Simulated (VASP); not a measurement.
Write the native input for VASP 6.6.1 that does the following.

- Task: single point
- Functional: PBE
- Potentials or basis: VASP PAW PBE potentials, release 64 (In_d, Sb)
- Cutoff: 520 eV
- k mesh: 8 × 8 × 8
- Occupations: gaussian, width 0.15 eV
- Spin: no spin polarisation
- Dipole correction: no
- Further INCAR settings: ALGO = Normal; EDIFF = 1e-06; NBANDS = 22

The structure of InSb3 lies in POSCAR:

```
InSb3
1.0
    4.6694468200      0.0560815005      0.0560815005
    0.0560815005      4.6694468200      0.0560815005
    0.0560815005      0.0560815005      4.6694468200
In Sb
1 3
Direct
    0.0000000000      0.0000000000      0.0000000000
    0.5000000000      0.0000000000      0.5000000000
    0.0000000000      0.5000000000      0.5000000000
    0.5000000000      0.5000000000      0.0000000000
```

These files were run (other wordings do the same):

INCAR

```
PREC = Accurate ; ENCUT = 520
EDIFF = 1E-6 ; ISMEAR = 0
SIGMA = 0.15 ; LREAL = False
LASPH = True ; NELM = 100
ALGO = Normal ; ISIF = 2
LWAVE = False ; LCHARG = False
GGA = PE ; NBANDS = 22
```

KPOINTS

```
regular mesh
0
Gamma
  8 8 8
```

Potentials or basis: VASP PAW PBE potentials, release 64 (In_d, Sb).

Run with:

```sh
$ cat potpaw_PBE.64/In_d/POTCAR potpaw_PBE.64/Sb/POTCAR > POTCAR
$ mpirun -np 1 vasp_std > vasp.out
```

It gave:

* Pressure: 5.8 GPa
* Band gap on the k mesh: zero (bands 14 and 15 overlap by 4.87 eV)

Caveat: the cell stands under pressure; spin-orbit coupling is left out, which moves the levels of the heavy elements.

Run time: 2.4 min on 1 thread of Intel Xeon 8259CL, with other jobs on the host, peak memory 0.29 GiB.
